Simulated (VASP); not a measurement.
GaN (wurtzite type): single point with PBE

The system is GaN (wurtzite type).

```
Ga N
1.0
     3.12682    0.00000    0.00000
    -1.56341    2.70791    0.00000
     0.00000    0.00000    5.09512
Ga N
2 2
Cartesian
  0.0000 1.8053 -0.0011
  1.5634 0.9026 2.5465
  0.0000 1.8053 1.9169
  1.5634 0.9026 4.4644
```

```json
{
  "Program": "VASP 6.6.1",
  "Task": "single point",
  "Functional": "PBE",
  "Potentials or basis": "VASP PAW PBE potentials, release 64 (Ga_d, N)",
  "Cutoff": "520 eV",
  "k mesh": "12 × 12 × 7",
  "Occupations": "fermi-dirac, width 0.08 eV",
  "Spin": "no spin polarisation",
  "Dipole correction": "no",
  "Further INCAR settings": "ALGO = Normal; EDIFF = 1e-06; NBANDS = 26"
}
```

```yaml
Pressure: 18.0 GPa
Band_gap_on_the_k_mesh: 2.29 eV, direct
```

Levels at points of the mesh, in eV from the valence-band top:
```
           k point  band 16  band 17  band 18  band 19  band 20  band 21
(0.00, 0.00, 0.00)    -0.05     0.00     0.00     2.29     4.64     9.52
(0.50, 0.00, 0.00)    -2.95    -2.38    -1.07     5.23     5.88     6.22
```

Wall time 57 s on 1 thread of Intel Xeon 6975P-C (shared host), peak memory 0.21 GiB.

PBE gaps usually lie below the measured ones, often by a third to a half.
